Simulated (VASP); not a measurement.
# BN (Cmcm) in VASP: a series of runs

The runs below take BN through single point, with PBEsol.

Program: VASP 6.6.1. These are calculated values, not measurements. Logs are shortened: lines on timing, memory, paths and dates and some standing lists are left out, and cuts for length are marked.

### 1 The cell of the first run

The structure is orthorhombic, space group Cmcm (No. 63). The conventional cell has a = 2.529 Å, b = 4.294 Å, c = 6.661 Å, α = 90.00°, β = 90.00°, γ = 90.00°. Within 1.9 Å of B (site symmetry m2m) lie 3 N at 1.43 to 1.45 Å. N (site symmetry m2m) has 3 B at 1.43 to 1.45 Å within 1.9 Å.

### 2 Single point, PBEsol (strain +0.0100 x Voigt [1, -1, 0, 0, 0, 0])

File INCAR:

```
SYSTEM = BN
PREC     = Accurate       ! precision mode
ENCUT    = 520            ! plane-wave cutoff, eV
EDIFF    = 1E-6           ! SCF threshold, eV
ISMEAR   = 0              ! smearing method
SIGMA    = 0.05           ! smearing width, eV
LREAL    = .False.        ! projectors in reciprocal space
LASPH    = .True.         ! aspherical terms in the spheres
NELM     = 100            ! most SCF steps
ALGO     = Normal         ! electronic algorithm
ISIF     = 2              ! what is computed and relaxed
LWAVE    = .False.        ! write WAVECAR
LCHARG   = .True.         ! write CHGCAR
GGA      = PS             ! functional
LELF     = .True.         ! ELF
LVHAR    = .True.       
NBANDS   = 16             ! bands
```

File KPOINTS:

```
Automatic mesh
0
Gamma
  12 12 4
  0 0 0
```

File POSCAR:

```
BN
1.0
    2.5290316213      0.0000000000      0.0000000000
   -1.2645158107      2.1468352225      0.0000000000
    0.0000000000      0.0000000000      6.6612000000
B N
2 2
Direct
    0.3333333333      0.6666666667      0.2500000000
    0.6666666667      0.3333333333      0.7500000000
    0.3333333333      0.6666666667      0.7500000000
    0.6666666667      0.3333333333      0.2500000000
```

Potentials or basis: VASP PAW PBE potentials, release 64 (B, N).

Run with:

```sh
$ cat potpaw_PBE.64/B/POTCAR potpaw_PBE.64/N/POTCAR > POTCAR
$ mpirun -np 1 vasp_std > vasp.out
```

OUTCAR:

```text
SYSTEM = BN
   PREC = Accurate
   ENCUT = 520
   EDIFF = 1E-6
   ISMEAR = 0
   LREAL = .False.
   LASPH = .True.
   NELM = 100
   ISIF = 2
   GGA = PS

 ion  position               nearest neighbor table
   1  0.333  0.667  0.250-   4 1.43   4 1.45   4 1.45
   2  0.667  0.333  0.750-   3 1.43   3 1.45   3 1.45
   3  0.333  0.667  0.750-   2 1.43   2 1.45   2 1.45
   4  0.667  0.333  0.250-   1 1.43   1 1.45   1 1.45

  Warning from LATTYP: Monoclinic adjustment (A1->A3, A2->A1, A3->A2)!
  LATTYP: Found a base centered orthorhombic cell.
 ALAT       =     2.5290316213
 B/A-ratio  =     1.6977527718
 C/A-ratio  =     2.6338935203

  Lattice vectors:

 A1 = (   1.2645158107,  -2.1468352225,   0.0000000000)
 A2 = (   1.2645158106,   2.1468352225,   0.0000000000)
 A3 = (   0.0000000000,   0.0000000000,   6.6612000000)

Analysis of symmetry for initial positions (statically):
=====================================================================
 Subroutine PRICEL returns:
 Original cell was already a primitive cell.

 Routine SETGRP: Setting up the symmetry group for a
 base centered orthorhombic supercell.

 Subroutine GETGRP returns: Found  8 space group operations
 (whereof  4 operations were pure point group operations)
 out of a pool of  8 trial point group operations.

The static configuration has the point symmetry C_2h.
 The point group associated with its full space group is D_2h.

Analysis of symmetry for dynamics (positions and initial velocities):
=====================================================================
 Subroutine PRICEL returns:
 Original cell was already a primitive cell.

 Routine SETGRP: Setting up the symmetry group for a
 base centered orthorhombic supercell.

 Subroutine GETGRP returns: Found  8 space group operations
 (whereof  4 operations were pure point group operations)
 out of a pool of  8 trial point group operations.

The dynamic configuration has the point symmetry C_2h.
 The point group associated with its full space group is D_2h.

 Subroutine INISYM returns: Found  8 space group operations
 (whereof  4 operations are pure point group operations),
 and found     1 'primitive' translations

----------------------------------------------------------------------------------------

                                     Primitive cell

  volume of cell :      36.1664

  direct lattice vectors                    reciprocal lattice vectors
     2.529031621  0.000000000  0.000000000     0.395408263  0.232900967  0.000000000
    -1.264515811  2.146835223  0.000000000     0.000000000  0.465801935  0.000000000
     0.000000000  0.000000000  6.661200000     0.000000000  0.000000000  0.150123101

  length of vectors
     2.529031621  2.491566116  6.661200000     0.458901465  0.465801935  0.150123101

  position of ions in fractional coordinates (direct lattice)
     0.333333333  0.666666667  0.250000000
     0.666666667  0.333333333  0.750000000
     0.333333333  0.666666667  0.750000000
     0.666666667  0.333333333  0.250000000

  ion indices of the primitive-cell ions
   primitive index   ion index
                 1           1
                 2           2
                 3           3
                 4           4

----------------------------------------------------------------------------------------

 KPOINTS: Automatic mesh

Automatic generation of k-mesh.
 Grid dimensions read from file:
 generate k-points for:   12   12    4

 Generating k-lattice:

  Cartesian coordinates                     Fractional coordinates (reciprocal lattice)
     0.032950689  0.019408414  0.000000000     0.083333333 -0.000000000  0.000000000
     0.000000000  0.038816828  0.000000000     0.000000000  0.083333333  0.000000000
     0.000000000  0.000000000  0.037530775     0.000000000  0.000000000  0.250000000

  Length of vectors
     0.038241789  0.038816828  0.037530775

  Shift w.r.t. Gamma in fractional coordinates (k-lattice)
     0.000000000  0.000000000  0.000000000

 Subroutine IBZKPT returns following result:
 ===========================================

 Found    129 irreducible k-points:

 Following reciprocal coordinates:
            Coordinates               Weight
  0.000000  0.000000  0.000000      1.000000
  0.083333  0.000000  0.000000      4.000000
  0.166667  0.000000  0.000000      4.000000
  0.250000  0.000000  0.000000      4.000000
  0.333333  0.000000  0.000000      4.000000
  0.416667  0.000000  0.000000      4.000000
[... 16 lines left out ...]
  0.333333  0.166667  0.000000      4.000000
  0.416667  0.166667  0.000000      4.000000
 [... further k-points ...]
   k-points           NKPTS =    129   k-points in BZ     NKDIM =    129   number of bands    NBANDS=     16
   number of dos      NEDOS =    301   number of ions     NIONS =      4
   total plane-waves  NPLWV =  20000
   dimension x,y,z NGX =    20 NGY =   20 NGZ =   50
   dimension x,y,z NGXF=    40 NGYF=   40 NGZF=  100
   ions per type =               2   2
   NGX,Y,Z   is equivalent  to a cutoff of  13.15, 13.34, 12.48 a.u.
   NGXF,Y,Z  is equivalent  to a cutoff of  26.29, 26.69, 24.96 a.u.
 SYSTEM =  BN
   PREC   = accura    normal or accurate (medium, high low for compatibility)
   ISTART =      0    job   : 0-new  1-cont  2-samecut
   ICHARG =      2    charge: 1-file 2-atom 10-const
   ISPIN  =      1    spin polarized calculation?
   LNONCOLLINEAR =      F non collinear calculations
   LSORBIT =      F    spin-orbit coupling
   LASPH  =      T    aspherical Exc in radial PAW
   ENCUT  =  520.0 eV  38.22 Ry    6.18 a.u.   4.70  4.63 12.39*2*pi/ulx,y,z
   NELM   =    100;   NELMIN=  2; NELMDL= -5     # of ELM steps
   EDIFF  = 0.1E-05   stopping-criterion for ELM
   LREAL  =      F    real-space projection
   EDIFFG = 0.1E-04   stopping-criterion for IOM
   NSW    =      0    number of steps for IOM
   IBRION =     -1    ionic relax: 0-MD 1-quasi-New 2-CG
   NFREE  =      0    steps in history (QN), initial steepest desc. (CG)
   ISIF   =      2    stress and relaxation
   ISYM   =      2    0-nonsym 1-usesym 2-fastsym
   POTIM  = 0.5000    time-step for ionic-motion
   TEBEG  =    0.0;   TEEND  =   0.0 temperature during run
   PSTRESS=    0.0 pullay stress
   NELECT =      16.0000    total number of electrons
   NUPDOWN=      -1.0000    fix difference up-down
   EMIN   =  10.00;   EMAX   =-10.00  energy-range for DOS
   EFERMI =   0.00;   METHOD = LEGACY
   ISMEAR =     0;   SIGMA  =   0.05  broadening in eV -4-tet -1-fermi 0-gaus
   EFERMI_NEDOS =   21; number of points for ismear=-14 and -15
   IALGO  =     38    algorithm
   IMIX   =      4    mixing-type and parameters
     AMIX     =   0.40;   BMIX     =  1.00
     AMIX_MAG =   1.60;   BMIX_MAG =  1.00
  volume/ion in A,a.u.               =       9.04        61.02
  Fermi-wavevector in a.u.,A,eV,Ry     =   1.247421  2.357284 21.171466  1.556059
  Thomas-Fermi vector in A             =   2.381554
   LORBIT       =      0    0 simple, 1 ext, 2 COOP (PROOUT), +10 PAW based schemes
   GGA     = PS    functional components
   LHFCALC =     F    Hartree Fock is set to
   AEXX    =    0.0000 exact exchange contribution
   IVDW    =     0    specifies the selected vdW correction
   LEPSILON=     F    determine dielectric tensor
   LRPA    =     F    only Hartree local field effects (RPA)
 non-spin polarized calculation
 Gauss-broadening in eV      SIGMA  =   0.05
  energy-cutoff  :      520.00
  volume of cell :       36.17
 maximum number of plane-waves:       991
   NGX =  9   NGY =  9   NGZ = 25

 number of electron      15.9999998 magnetization

 Free energy of the ion-electron system (eV)
  ---------------------------------------------------
  ext. energy  EPLUGINS =         0.00000000
  ---------------------------------------------------
  free energy    TOTEN  =       -36.54907322 eV

  energy without entropy =      -36.54907322  energy(sigma->0) =      -36.54907322

 E-fermi :   2.4526     XC(G=0): -10.2825

 val. band max:        2.1881272969   @ k =   0.2500   0.3333   0.0000
 cond. band min:       6.2958322370   @ k =   0.5000   0.0000   0.0000
 fundamental gap:      4.1077049400
 Fermi energy:         2.4525690175

 k-point     1 :       0.0000    0.0000    0.0000
  band No.  band energies     occupation
      1     -15.5939      2.00000
      2     -15.2972      2.00000
      3      -4.1154      2.00000
      4      -1.9679      2.00000
      5       0.8175      2.00000
      6       0.8549      2.00000
[... 8 lines left out ...]
     15      14.6083      0.00000
     16      15.1572      0.00000

 k-point     2 :       0.0833    0.0000    0.0000
  band No.  band energies     occupation
      1     -15.4589      2.00000
      2     -15.1668      2.00000
      3      -3.9298      2.00000
      4      -1.8013      2.00000
      5       0.2676      2.00000
      6       0.3003      2.00000
[... 8 lines left out ...]
     15      14.6468      0.00000
     16      14.9757      0.00000

 k-point     3 :       0.1667    0.0000    0.0000
  band No.  band energies     occupation
      1     -15.0608      2.00000
      2     -14.7828      2.00000
      3      -3.3795      2.00000
      4      -1.3118      2.00000
      5      -1.1651      2.00000
      6      -1.1233      2.00000
[... 8 lines left out ...]
     15      16.0370      0.00000
     16      16.2119      0.00000

 k-point     4 :       0.2500    0.0000    0.0000
  band No.  band energies     occupation
      1     -14.4258      2.00000
      2     -14.1726      2.00000
      3      -2.9752      2.00000
      4      -2.9114      2.00000
      5      -2.4893      2.00000
      6      -0.7068      2.00000
[... 8 lines left out ...]
     15      17.2888      0.00000
     16      18.2243      0.00000
[... 324 lines left out ...]
 k-point    22 :       0.2500    0.1667    0.0000
  band No.  band energies     occupation
      1     -13.2495      2.00000
      2     -13.0539      2.00000
      3      -4.7845      2.00000
      4      -4.7272      2.00000
      5      -2.5524      2.00000
      6      -2.4862      2.00000
[... 8 lines left out ...]
     15      16.0675      0.00000
     16      18.0267      0.00000

 k-point    23 :       0.3333    0.1667    0.0000
  band No.  band energies     occupation
      1     -12.4942      2.00000
      2     -12.3654      2.00000
      3      -5.9923      2.00000
      4      -5.9117      2.00000
      5      -3.0664      2.00000
      6      -2.9928      2.00000
[... 8 lines left out ...]
     15      16.7452      0.00000
     16      19.7699      0.00000

 k-point    24 :       0.4167    0.1667    0.0000
  band No.  band energies     occupation
      1     -12.1481      2.00000
      2     -12.0835      2.00000
      3      -6.4673      2.00000
      4      -6.3832      2.00000
      5      -3.2543      2.00000
      6      -3.1789      2.00000
[... 8 lines left out ...]
     15      16.7228      0.00000
     16      19.9838      0.00000

 [... further k-points ...]
[... 5 lines left out ...]
  --------------------------------------------------------------------------------------
  -------------------------------------------------------------------------------------
  Total       -1.4747580      1.8989635      0.1584746     -0.0000000      0.0000000      0.0000000
  in kB      -65.3319913     84.1243554      7.0204469     -0.0000000      0.0000000      0.0000000
  external PRESSURE =       8.6042703 kB  Pullay stress =       0.0000000 kB

 VOLUME and BASIS-vectors are now :
 -----------------------------------------------------------------------------
  energy-cutoff  :      520.00
  volume of cell :       36.17
      direct lattice vectors                 reciprocal lattice vectors
     2.529031621  0.000000000  0.000000000     0.395408263  0.232900967  0.000000000
    -1.264515811  2.146835223  0.000000000     0.000000000  0.465801935  0.000000000
     0.000000000  0.000000000  6.661200000     0.000000000  0.000000000  0.150123101

 POSITION                                       TOTAL-FORCE (eV/Angst)
 -----------------------------------------------------------------------------------
     -0.00000      1.43122      1.66530         0.000000     -0.274112      0.000000
      1.26452      0.71561      4.99590        -0.000000      0.274112     -0.000000
     -0.00000      1.43122      4.99590         0.000000     -0.277618     -0.000000
      1.26452      0.71561      1.66530        -0.000000      0.277618      0.000000
 -----------------------------------------------------------------------------------
    total drift:                                0.000000     -0.000000     -0.000000

  FREE ENERGIE OF THE ION-ELECTRON SYSTEM (eV)
  ---------------------------------------------------
  free  energy   TOTEN  =       -36.5490732179 eV

  energy  without entropy=      -36.5490732179  energy(sigma->0) =      -36.54907322
```

Run time: 46 s. Hardware: 1 thread of Intel Xeon 6975P-C, shared host; peak memory 0.19 GiB.

Results:

* Free energy: -36.5491 eV
* Pressure: 0.9 GPa
* Largest force: 0.278 eV/Å
* Band gap on the k mesh: 4.11 eV, indirect (least direct gap 4.59 eV)

Forces on the atoms (eV/Å):
```
B    0.000 -0.274  0.000
B    0.000  0.274  0.000
N    0.000 -0.278  0.000
N    0.000  0.278  0.000
```

Stress tensor (GPa, compression positive):
```
-6.53  0.00  0.00
 0.00  8.41  0.00
 0.00  0.00  0.70
```

Levels at points of the mesh, in eV from the valence-band top:
```
           k point  band 6  band 7  band 8  band 9  band 10  band 11
(0.00, 0.00, 0.00)   -1.33   -1.29   -1.25    5.01    10.12    11.27
(0.50, 0.00, 0.00)   -3.99   -1.55   -0.51    4.11     5.56     9.56
(0.00, 0.50, 0.00)   -4.29   -1.34   -0.36    4.24     5.54     9.14
(0.00, 0.00, 0.50)   -1.35   -1.27   -1.27    7.39     7.39    11.33
(0.50, 0.00, 0.50)   -4.02   -1.01   -1.01    4.60     4.60    10.02
(0.00, 0.50, 0.50)   -4.32   -0.83   -0.83    4.66     4.66     9.45
```

Caveat: the cell differs from its parent crystal (strain +0.0100 x Voigt [1, -1, 0, 0, 0, 0]); the PAW data sets were made with another functional, which shifts forces and pressure a little; this functional lacks dispersion, which binds the layers, so the pressure and a relaxed spacing across them are unreliable. A k mesh can miss the band edges.

[end of part 1 of 2]
